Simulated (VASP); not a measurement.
Input of a VASP 6.6.1 run:

The input POSCAR:

```
TiO2
1.0
    3.1357620000     -5.7698360000      0.0000000000
    3.1357620000      5.7698360000      0.0000000000
    0.0000000000      0.0000000000     10.4635350000
Ti O
4 8
Direct
    0.7542030000      0.2457970000      0.9995420000
    0.2537170000      0.2537170000      0.9426760000
    0.2457970000      0.7542030000      0.9995420000
    0.7462830000      0.7462830000      0.9426760000
    0.6094940000      0.8810860000      0.0382370000
    0.0000000000      0.0000000000      0.8605440000
    0.7563080000      0.2436920000      0.8439630000
    0.3905060000      0.1189140000      0.0382370000
    0.2436920000      0.7563080000      0.8439630000
    0.8810860000      0.6094940000      0.0382370000
    0.1189140000      0.3905060000      0.0382370000
    0.5000000000      0.5000000000      0.8526480000
```

The input INCAR.step1:

```
SYSTEM = TiO2
ALGO = Normal ; EDIFF = 1E-4
ENCUT = 520 ; GGA = PE
ISMEAR = 0 ; LASPH = .True.
LCHARG = .False. ; LREAL = .False.
LWAVE = .True. ; NBANDS = 60
NELM = 80 ; PREC = Accurate
SIGMA = 0.01
```

Contents of INCAR.step2:

```
SYSTEM = TiO2
ALGO = Normal ; EDIFF = 1E-7
ENCUT = 520 ; ISIF = 2
ISMEAR = 0 ; ISTART = 1
LASPH = .True. ; LCHARG = .False.
LMIXTAU = .True. ; LREAL = .False.
LWAVE = .False. ; METAGGA = R2SCAN
NBANDS = 60 ; NELM = 80
PREC = Accurate ; SIGMA = 0.01
```

KPOINTS

```
k-points
0
Gamma
  3 3 2
  0 0 0
```

Potentials or basis: VASP PAW PBE potentials, release 64 (Ti_sv, O).

Launch:

```sh
$ cat potpaw_PBE.64/Ti_sv/POTCAR potpaw_PBE.64/O/POTCAR > POTCAR
$ cp INCAR.step1 INCAR
$ mpirun -np 1 vasp_std > vasp.out
$ cp INCAR.step2 INCAR
$ mpirun -np 1 vasp_std > vasp.out
```

Predict the band gap on the k mesh.

3.25 eV.

Predict the largest force.

0.681 eV/Å.

Forces on the atoms (eV/Å):
```
Ti   0.000  0.110 -0.379
Ti  -0.196  0.000 -0.177
Ti   0.000 -0.110 -0.379
Ti   0.196  0.000 -0.177
O    0.035 -0.019 -0.159
O    0.000  0.000  0.175
O    0.000  0.145  0.666
O   -0.035  0.019 -0.159
O    0.000 -0.145  0.666
O    0.035  0.019 -0.159
O   -0.035 -0.019 -0.159
O    0.000  0.000  0.238
```

Caveat: the PAW data sets were made with another functional, which shifts forces and pressure a little.
